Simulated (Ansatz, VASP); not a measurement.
# PbF2 in VASP and in Ansatz

```
Pb F
1.0
     0.00000    3.05355    2.80927
     3.05355    0.00000    2.80927
     3.05355    3.05355    0.00000
Pb F
1 2
Direct
  0.00000 0.00000 0.00000
  0.25000 0.25000 0.25000
  0.75000 0.75000 0.75000
```

Alike in both runs: task single point; functional PBE; k mesh 8 × 8 × 8; occupations gaussian, width 0.05 eV; no spin polarisation.

```csv
,VASP,Ansatz
version,VASP 6.6.1,Ansatz 0.2.0
potentials or method,"VASP PAW PBE potentials, release 64 (Pb_d, F), cutoff 520 eV","scalar-relativistic, plane waves, PAW"
valence electrons in the cell,28,28
```

```tsv
	VASP	Ansatz	Ansatz less VASP
gap on the k mesh at the Fermi level (eV)	4.12	4.13	+0.004
least direct gap on the mesh (eV)	4.45	4.45	+0.003
pressure (GPa)	1.8	2.0	+0.21
traceless stress, the component that is largest in VASP (GPa)	2.97	2.97	+0.004
```

Neither program's run includes spin-orbit coupling.
